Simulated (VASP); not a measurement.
# WC in VASP: further runs, part 3 of 3

VASP 6.6.1. The steps go on from the part before.

## (5) Electric field gradients, PBEsol (equal xy, yz and zx shear strains of +2 %)

Input file INCAR:

```
SYSTEM = WC
  PREC = Accurate
  ENCUT = 520
  EDIFF = 1E-8
  ISMEAR = -1
  SIGMA = 0.05
  LREAL = .FALSE.
  LASPH = .TRUE.
  NELM = 100
  ALGO = Normal
  ISIF = 2
  LWAVE = .FALSE.
  LCHARG = .FALSE.
  GGA = PS
  LEFG = .TRUE.
  NBANDS = 16
```

Input file KPOINTS:

```
regular mesh
0
G
  13 13 12
  0 0 0
```

Input file POSCAR:

```
WC
1.0
    2.9005014360      0.0290050144      0.0290050144
   -1.4251316387      2.4974054201      0.0106165721
    0.0282900000      0.0282900000      2.8290000000
W C
1 1
Direct
    0.0000000000      0.0000000000      0.0000000000
    0.6666666667      0.3333333333      0.5000000000
```

Potentials or basis: VASP PAW PBE potentials, release 64 (W_sv, C).

Launch:

```console
> cat potpaw_PBE.64/W_sv/POTCAR potpaw_PBE.64/C/POTCAR > POTCAR
> mpirun -np 1 vasp_std > vasp.out
```

OUTCAR:

```text
SYSTEM = WC
   PREC = Accurate
   ENCUT = 520
   EDIFF = 1E-8
   ISMEAR = -1
   LREAL = .FALSE.
   LASPH = .TRUE.
   NELM = 100
   ISIF = 2
   GGA = PS

 ion  position               nearest neighbor table
   1  0.000  0.000  0.000-   2 2.17   2 2.17   2 2.17   2 2.19   2 2.21   2 2.23
   2  0.667  0.333  0.500-   1 2.17   1 2.17   1 2.17   1 2.19   1 2.21   1 2.23

  LATTYP: Found a triclinic cell.
 ALAT       =     5.0243182111
 B/A-ratio  =     0.5723042227
 C/A-ratio  =     0.5631177738
 COS(alpha) =     0.0074204947
 COS(beta)  =     0.0200959808
[... 675 lines left out ...]
  free  energy   TOTEN  =       -23.8792563390 eV

  energy  without entropy=      -23.8768517432  energy(sigma->0) =      -23.87805404

 Electric field gradients (V/A^2)
---------------------------------------------------------------------
 ion       V_xx      V_yy      V_zz      V_xy      V_xz      V_yz
---------------------------------------------------------------------
   1      72.384    74.656  -147.040    20.455    43.428    43.376
   2      -0.073    -0.103     0.175     0.819     1.930     1.925
---------------------------------------------------------------------

 Electric field gradients after diagonalization (V/A^2)
 (convention: |V_zz| > |V_xx| > |V_yy|)
----------------------------------------------------------------------
 ion       V_xx      V_yy      V_zz     asymmetry (V_yy - V_xx)/ V_zz
----------------------------------------------------------------------
   1     108.727    53.044  -161.772       0.344
   2      -2.286    -0.907     3.194       0.432
----------------------------------------------------------------------

           NMR quadrupolar parameters

 Cq : quadrupolar parameter    Cq=e*Q*V_zz/h
 eta: asymmetry parameters     (V_yy - V_xx)/ V_zz
 Q  : nuclear electric quadrupole moment in mb (millibarn)
----------------------------------------------------------------------
 ion       Cq(MHz)       eta       Q (mb)
----------------------------------------------------------------------
   1      -0.391       0.344       1.000
   2       0.008       0.432       1.000
----------------------------------------------------------------------
```

stdout:

```text
POSCAR found type information on POSCAR W C
 POSCAR found :  2 types and       2 ions
 scaLAPACK will be used
 -----------------------------------------------------------------------------
[... 27 lines left out ...]
     0.0000367    -0.5196864    -1.2655368     0.6885547    -1.2689865    -0.0073995
     0.0000505    -0.5196864    -1.2655368     0.6885546    -1.2689865    -0.0073995
     0.0000695    -0.5196864    -1.2655368     0.6885546    -1.2689864    -0.0073995

     0.0000266    -0.8871697    -2.0879900     0.7499382    -2.0938393    -0.0129148
     0.0000367    -0.8871697    -2.0879899     0.7499382    -2.0938392    -0.0129148
     0.0000505    -0.8871696    -2.0879897     0.7499382    -2.0938390    -0.0129148
     0.0000695    -0.8871694    -2.0879893     0.7499382    -2.0938386    -0.0129148
```

Wall time 7.7 min (1 thread of Oxide Virtual Turin-like, shared host); peak memory 0.39 GiB.

What came out:

| Item | Value |
| --- | --- |
| Free energy | -23.8793 eV |
| Pressure | 1.0 GPa |
| Largest force | 0.095 eV/Å |
| Band gap on the k mesh | zero (band 9 reaches 11.69 eV, above the bottom of band 10 at 10.50 eV) |

Forces on the atoms (eV/Å):
```
W    0.091  0.001 -0.025
C   -0.091 -0.001  0.025
```

Stress tensor (GPa, compression positive):
```
 0.92 -4.85 -6.28
-4.85  1.01 -6.28
-6.28 -6.28  0.92
```

Levels at points of the mesh, in eV from the Fermi level:
```tsv
k point	band 6	band 7	band 8	band 9	band 10	band 11	band 12	band 13
(0.00, 0.00, 0.00)	-4.38	-3.54	-3.21	0.11	3.15	3.27	5.62	5.81
(0.00, 0.00, 0.50)	-8.73	-2.10	-2.00	-0.81	-0.41	3.72	4.41	4.66
```

Electric field gradients, principal values (V/Å²):
```tsv
atom	least	middle	greatest (by size)
1 W	53.044	108.727	-161.772
2 C	-0.907	-2.286	3.194
```

Caveat: the cell differs from its parent crystal (equal xy, yz and zx shear strains of +2 %); without QUAD_EFG the Cq values of the log hold for a quadrupole moment of 1 mb, not for the nuclei; the PAW data sets were made with another functional, which shifts forces and pressure a little; spin-orbit coupling is left out, which moves the levels of the heavy elements.

## (6) The runs side by side

```tsv
potentials or basis	cell	cutoff (eV)	second run	gap on the mesh (eV)	pressure (GPa)
VASP PAW PBE potentials, release 64 (W_sv, C)	a = 2.959, b = 2.959, c = 2.829 Å, angles 90.0, 90.0, 120.0°, 2 atoms	520	-	none	-13.7
VASP PAW PBE potentials, release 64 (W_sv, C_h)	a = 2.871, b = 2.871, c = 2.800 Å, angles 90.0, 90.0, 120.0°, 2 atoms	910	hard_potentials	none	13.7
VASP PAW PBE potentials, release 64 (W_sv, C_h)	a = 2.901, b = 2.901, c = 2.829 Å, angles 90.0, 90.0, 120.0°, 2 atoms	910	hard_potentials	none	0.3
VASP PAW PBE potentials, release 64 (W_sv, C)	a = 2.901, b = 2.875, c = 2.829 Å, angles 89.6, 88.8, 119.1°, 2 atoms	520	-	none	1.0
```

Alike in all rows: task electric field gradients; level PBEsol; no spin polarisation; k mesh 13 × 13 × 12; smearing fermi-dirac 0.05 eV.

Caveats: the PAW data sets were made with another functional, which shifts forces and pressure a little; spin-orbit coupling is left out, which moves the levels of the heavy elements; the cutoff is under 1.25 times the usual one of these potentials, so pressure, stress and relaxed cells hold a basis-set (Pulay) error (some runs).

Total energies depend on the potentials used, so only differences within one code and one set of settings carry meaning.
